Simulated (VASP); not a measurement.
A run of VASP 6.6.1:

INCAR

```
SYSTEM = TiSi16
ALGO = Normal
EDIFF = 1E-7
ENCUT = 520
GGA = CA
ISIF = 2
ISMEAR = -1
LASPH = .TRUE.
LCHARG = .FALSE.
LREAL = Auto
LWAVE = .FALSE.
NBANDS = 52
NELM = 100
PREC = Accurate
SIGMA = 0.02
```

The input KPOINTS:

```
k-points
0
G
  2 2 2
  0 0 0
```

Contents of POSCAR:

```
TiSi16
1.0
    0.0000000000      5.4300000000      5.4300000000
    5.4300000000      0.0000000000      5.4300000000
    5.4300000000      5.4300000000      0.0000000000
Si Ti
16 1
Direct
   -0.0120630176      0.0069037284     -0.0027448116
    0.1088818862      0.1402502299      0.1250543371
   -0.0120130219      0.0067607898      0.5071934972
    0.1238440591      0.1247703758      0.6252944992
   -0.0151463178      0.5046288549      0.0050214707
    0.1089589870      0.6247034283      0.1251453753
   -0.0120848293      0.4967441877      0.5073868104
    0.1089674564      0.6245822657      0.6406675632
    0.4897876729      0.0081591886      0.0006983692
    0.6139581824      0.1270522450      0.1307826788
    0.4950665976      0.0011134623      0.5015731864
    0.6139762389      0.1270369326      0.6275313425
    0.4898238455      0.5002175506      0.0006796932
    0.6210679568      0.6257179545      0.1262963942
    0.4898041053      0.5002024381      0.5086728668
    0.6139403733      0.6303261413      0.6275376482
    0.2362129252      0.7541279264      0.2545469790
```

Potentials or basis: VASP PAW LDA potentials, release 64 (Si, Ti_sv).

Run with:

```console
$ cat potpaw_LDA.64/Si/POTCAR potpaw_LDA.64/Ti_sv/POTCAR > POTCAR
$ mpirun -np 1 vasp_std > vasp.out
```

Hardware: 1 thread of Intel(R) Xeon(R) 6975P-C (Granite Rapids), with other jobs on the host.

Q: Estimate the wall time of this run.

A: Wall time 2.9 min on 1 thread of Intel(R) Xeon(R) 6975P-C (Granite Rapids) (shared host), peak memory 0.38 GiB. Counts: scf iterations 16, k points 8.
